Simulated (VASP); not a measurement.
# Re in VASP: notebook, part 2 of 2

VASP 6.6.1. The steps go on from the part before.

## (3) Single point, RPBE+D4

This run uses another cell than the first one, of 13.83 Å³/atom.

INCAR

```
SYSTEM = Re
ALGO = Normal
EDIFF = 1E-7
ENCUT = 520
GGA = RP
ISIF = 2
ISMEAR = -1
IVDW = 13
LASPH = .True.
LCHARG = .True.
LELF = .True.
LREAL = .False.
LVHAR = .True.
LWAVE = .False.
NBANDS = 14
NELM = 100
PREC = Accurate
SIGMA = 0.05
```

KPOINTS

```
k-points
0
Gamma
  11 11 6
  0 0 0
```

POSCAR

```
Re
1.0
    2.7044413289      0.0000000000      0.0000000000
   -1.3522206645      2.3421148939      0.0000000000
    0.0000000000      0.0000000000      4.3671907899
Re
2
Direct
    0.6666666667      0.3333333333      0.7500000000
    0.3333333333      0.6666666667      0.2500000000
```

Potentials or basis: VASP PAW PBE potentials, release 64 (Re).

The run is started by

```sh
cat potpaw_PBE.64/Re/POTCAR > POTCAR
mpirun -np 1 vasp_std > vasp.out
```

OUTCAR:

```text
SYSTEM = Re
   EDIFF = 1E-7
   ENCUT = 520
   GGA = RP
   ISIF = 2
   ISMEAR = -1
   IVDW = 13
   LASPH = .True.
   LREAL = .False.
   NELM = 100
   PREC = Accurate

 ion  position               nearest neighbor table
   1  0.667  0.333  0.750-   2 2.68   2 2.68   2 2.68   2 2.68   2 2.68   2 2.68
   2  0.333  0.667  0.250-   1 2.68   1 2.68   1 2.68   1 2.68   1 2.68   1 2.68

  LATTYP: Found a hexagonal cell.
 ALAT       =     2.7044413289
 C/A-ratio  =     1.6148217908

  Lattice vectors:

 A1 = (   2.7044413289,   0.0000000000,   0.0000000000)
[... 597 lines left out ...]

  DFT-D4 for vdW energy calculation

  Edisp (eV):   -2.59063

  FORCE on cell =-STRESS in cart. coord.  units (eV):
  Direction    XX          YY          ZZ          XY          YZ          ZX
  --------------------------------------------------------------------------------------
  -------------------------------------------------------------------------------------
  Total       3.99309     3.99309     4.06827    -0.00000     0.00000     0.00000
  in kB     231.27684   231.27684   235.63106    -0.00000     0.00000     0.00000
  external pressure =      232.73 kB  Pullay stress =        0.00 kB

 VOLUME and BASIS-vectors are now :
 -----------------------------------------------------------------------------
  energy-cutoff  :      520.00
  volume of cell :       27.66
      direct lattice vectors                 reciprocal lattice vectors
     2.704441329  0.000000000  0.000000000     0.369762135  0.213482268  0.000000000
    -1.352220664  2.342114894  0.000000000     0.000000000  0.426964536  0.000000000
     0.000000000  0.000000000  4.367190790     0.000000000  0.000000000  0.228980150

 POSITION                                       TOTAL-FORCE (eV/Angst)
 -----------------------------------------------------------------------------------
      1.35222      0.78070      3.27539        -0.000000     -0.000000      0.000000
     -0.00000      1.56141      1.09180         0.000000      0.000000      0.000000
 -----------------------------------------------------------------------------------
    total drift:                               -0.000000      0.000000     -0.000000

  FREE ENERGIE OF THE ION-ELECTRON SYSTEM (eV)
  ---------------------------------------------------
  free  energy   TOTEN  =       -25.9564807522 eV

  energy  without entropy=      -25.9446762221  energy(sigma->0) =      -25.95057849
```

OSZICAR:

```text
N       E                     dE             d eps       ncg     rms          rms(c)
DAV:   1     0.230859383695E+02    0.23086E+02   -0.69359E+03  3568   0.129E+03
DAV:   2    -0.234951394929E+02   -0.46581E+02   -0.41270E+02  2898   0.300E+02
DAV:   3    -0.245686080553E+02   -0.10735E+01   -0.10296E+01  2858   0.444E+01
DAV:   4    -0.245773705481E+02   -0.87625E-02   -0.87551E-02  2708   0.265E+00
DAV:   5    -0.245775166914E+02   -0.14614E-03   -0.14612E-03  2836   0.621E-01    0.445E+01
DAV:   6    -0.237211388656E+02    0.85638E+00   -0.52699E-01  3130   0.192E+01    0.204E+01
DAV:   7    -0.233745980936E+02    0.34654E+00   -0.49622E-01  3130   0.185E+01    0.505E-01
DAV:   8    -0.233666875279E+02    0.79106E-02   -0.62210E-03  2778   0.686E-01    0.229E-01
DAV:   9    -0.233658322442E+02    0.85528E-03   -0.52228E-04  3284   0.277E-01    0.432E-02
DAV:  10    -0.233658459855E+02   -0.13741E-04   -0.70095E-05  2890   0.101E-01    0.186E-02
DAV:  11    -0.233658485487E+02   -0.25632E-05   -0.75740E-07  2498   0.196E-02    0.239E-03
DAV:  12    -0.233658481691E+02    0.37959E-06   -0.45769E-07  2044   0.823E-03    0.216E-03
DAV:  13    -0.233658480534E+02    0.11574E-06   -0.16283E-08  1352   0.375E-03    0.311E-04
DAV:  14    -0.233658480696E+02   -0.16173E-07   -0.97546E-09  1244   0.290E-03
   1 F= -.25956481E+02 E0= -.25950578E+02  d E =-.118045E-01
```

stdout:

```text
POSCAR found type information on POSCAR Re
 POSCAR found :  1 types and       2 ions
 scaLAPACK will be used
 -----------------------------------------------------------------------------
|                                                                             |
|                                                                             |
|     You enforced a specific xc type in the INCAR file but a different       |
|     I HOPE YOU KNOW WHAT YOU ARE DOING!                                     |
|                                                                             |
 -----------------------------------------------------------------------------

 LDA part: xc-table for (Slater+PW92), standard interpolation
 POSCAR, INCAR and KPOINTS ok, starting setup
 FFT: planning ... GRIDC
 FFT: planning ... GRID_SOFT
 FFT: planning ... GRID
 WAVECAR not read
 entering main loop
```

It took 38 s on 1 thread of Intel Xeon 8259CL, shared host; peak memory 0.15 GiB.

What came out:

| Item | Value |
| --- | --- |
| Free energy | -25.9565 eV |
| Pressure | 23.3 GPa |
| Band gap on the k mesh | zero (bands 7 and 8 overlap by 3.42 eV) |
| Dispersion energy per atom | -1.295 eV |

Caveat: the cell stands under pressure; the dispersion term is far too large for a dense solid, which distorts pressure and volume; the PAW data sets were made with another functional, which shifts forces and pressure a little; spin-orbit coupling is left out, which moves the levels of the heavy elements.

## (4) Single point, RPBE+D4

This run uses another cell than the first one, of 14.13 Å³/atom.

INCAR

```
SYSTEM = Re
PREC     = Accurate       ! precision mode
ENCUT    = 520            ! plane-wave cutoff, eV
EDIFF    = 1E-7           ! SCF threshold, eV
ISMEAR   = -1             ! smearing method
SIGMA    = 0.05           ! smearing width, eV
LREAL    = .False.        ! projectors in reciprocal space
LASPH    = .True.         ! aspherical terms in the spheres
NELM     = 80             ! most SCF steps
ALGO     = Normal         ! electronic algorithm
ISIF     = 2              ! what is computed and relaxed
LWAVE    = .False.        ! write WAVECAR
LCHARG   = .True.         ! write CHGCAR
GGA      = RP             ! functional
IVDW     = 13             ! dispersion correction
LELF     = .True.         ! ELF
LVHAR    = .True.       
NBANDS   = 14             ! bands
```

KPOINTS

```
Automatic mesh
0
Gamma
  11 11 6
  0 0 0
```

POSCAR

```
Re
1.0
    2.7234873179      0.0000000000      0.0000000000
   -1.3617436590      2.3586092042      0.0000000000
    0.0000000000      0.0000000000      4.3979466679
Re
2
Direct
    0.6666666667      0.3333333333      0.7500000000
    0.3333333333      0.6666666667      0.2500000000
```

The run is started by

```sh
cat potpaw_PBE.64/Re/POTCAR > POTCAR
mpirun -np 1 vasp_std > vasp.out
```

It took 46 s on 1 thread of Intel Xeon 8259CL, shared host; peak memory 0.15 GiB.

Results (log left out):

```yaml
Free_energy: -26.0239 eV
Pressure: 13.3 GPa
Band_gap_on_the_k_mesh: zero (bands 7 and 8 overlap by 3.28 eV)
Dispersion_energy_per_atom: -1.269 eV
```

Stress tensor (GPa, compression positive):
```
13.20  0.00  0.00
 0.00 13.20  0.00
 0.00  0.00 13.59
```

Levels at points of the mesh, in eV from the Fermi level:
| k point | band 5 | band 6 | band 7 | band 8 | band 9 | band 10 |
| --- | --- | --- | --- | --- | --- | --- |
| (0.00, 0.00, 0.00) | -1.70 | -0.81 | -0.81 | 0.18 | 0.18 | 0.68 |
| (0.00, 0.00, 0.50) | -1.84 | -1.84 | -1.84 | -1.84 | 2.69 | 2.69 |

Caveat: the cell stands under pressure; the dispersion term is far too large for a dense solid, which distorts pressure and volume; the PAW data sets were made with another functional, which shifts forces and pressure a little; spin-orbit coupling is left out, which moves the levels of the heavy elements.

## (5) Overview

```csv
level,cell,k mesh,smearing,gap on the mesh (eV),pressure (GPa)
PBE,"a = 2.761, b = 2.761, c = 4.458 Å, angles 90.0, 90.0, 120.0°, 2 atoms, atomic positions A",18 × 18 × 10,gaussian 0.1 eV,none,7.0
RPBE+D4,"a = 2.704, b = 2.704, c = 4.367 Å, angles 90.0, 90.0, 120.0°, 2 atoms, atomic positions B",11 × 11 × 6,fermi-dirac 0.05 eV,none,23.3
RPBE+D4,"a = 2.723, b = 2.723, c = 4.398 Å, angles 90.0, 90.0, 120.0°, 2 atoms, atomic positions B",11 × 11 × 6,fermi-dirac 0.05 eV,none,13.3
```

Alike in all rows: task single point; potentials or basis VASP PAW PBE potentials, release 64 (Re); no spin polarisation; cutoff (eV) 520.

Caveats: the cell stands under pressure; spin-orbit coupling is left out, which moves the levels of the heavy elements; the dispersion term is far too large for a dense solid, which distorts pressure and volume (at least some runs); the PAW data sets were made with another functional, which shifts forces and pressure a little (at least some runs).

Absolute energies hang on the potentials; compare differences alone.
